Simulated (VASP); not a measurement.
The system is CuO.

```
Cu O
1.0
     2.87950    0.00000    0.00000
     0.03907    2.87928    0.00000
     0.01750    0.01724    5.17634
Cu O
2 2
Direct
  0.00000 0.50000 0.00000
  0.50000 0.00000 0.50000
  0.99842 0.00167 0.74989
  0.00158 0.99833 0.25011
```

Base run:

| Item | Value |
| --- | --- |
| Program | VASP 6.6.1 |
| Functional | PBE |
| Potentials or basis | VASP PAW PBE potentials, release 64 (Cu, O) |
| Cutoff | 520 eV |
| k mesh | 9 × 9 × 5 |
| Occupations | fermi-dirac, width 0.05 eV |
| Spin | no spin polarisation |

Its results: band gap on the k mesh zero (band 17 reaches 5.93 eV, above the bottom of band 18 at 4.99 eV); pressure 6.6 GPa; largest force 0.012 eV/Å.

**Question.** The run is repeated on the same cell with these changes: functional from PBE to PBEsol; k mesh from 9 × 9 × 5 to 8 × 8 × 6. What comes out?

**Answer.** Band gap on the k mesh zero (band 17 reaches 5.76 eV, above the bottom of band 18 at 4.62 eV); pressure -1.4 GPa; largest force 0.014 eV/Å.

Several settings changed at once, so the effect can't be laid on one alone.

Caveats: semilocal functionals often make such compounds metallic where correlation or magnetic order opens a gap, which also shifts bond lengths; the PAW data sets were made with another functional, which shifts forces and pressure a little (some runs).
